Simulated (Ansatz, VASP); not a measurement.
# One calculation of AsPb4, two programs

```
As Pb
1.0
    -3.30525    3.30525    3.51695
     3.30525   -3.30525    3.51695
     3.30525    3.30525   -3.51695
As Pb
1 4
Direct
  0.00000 0.00000 0.00000
  0.77127 0.77127 0.54255
  0.22873 0.22873 0.45745
  0.22873 0.77127 0.00000
  0.77127 0.22873 0.00000
```

Alike in both runs: task single point; functional PBE; k mesh 4 × 4 × 4; occupations gaussian, width 0.1 eV; no spin polarisation.

|  | VASP | Ansatz |
| --- | --- | --- |
| version | VASP 6.6.1 | Ansatz 0.2.0 |
| potentials or method | VASP PAW PBE potentials, release 64 (As, Pb_d), cutoff 520 eV | scalar-relativistic, plane waves, PAW |
| valence electrons in the cell | 61 | 71 |

Ansatz gave:

| Quantity | Value |
| --- | --- |
| gap on the k mesh at the Fermi level (eV) | none |
| rms of the force components (eV/Å) | 6.598 |

Question: Which values does VASP return?

Answer: gap on the k mesh at the Fermi level (eV): none; rms of the force components (eV/Å): 6.652.

Atom by atom the forces differ by 0.054 eV/Å (rms over components). A gap of «none» marks a metal or a gap that the smearing closes. With one functional, cell and mesh, what is left measures potentials, basis and numerics. VASP's potentials hold 61 valence electrons a cell and Ansatz's 71, so a difference there can come from the potentials and not from the codes.

Spin-orbit coupling is off throughout.
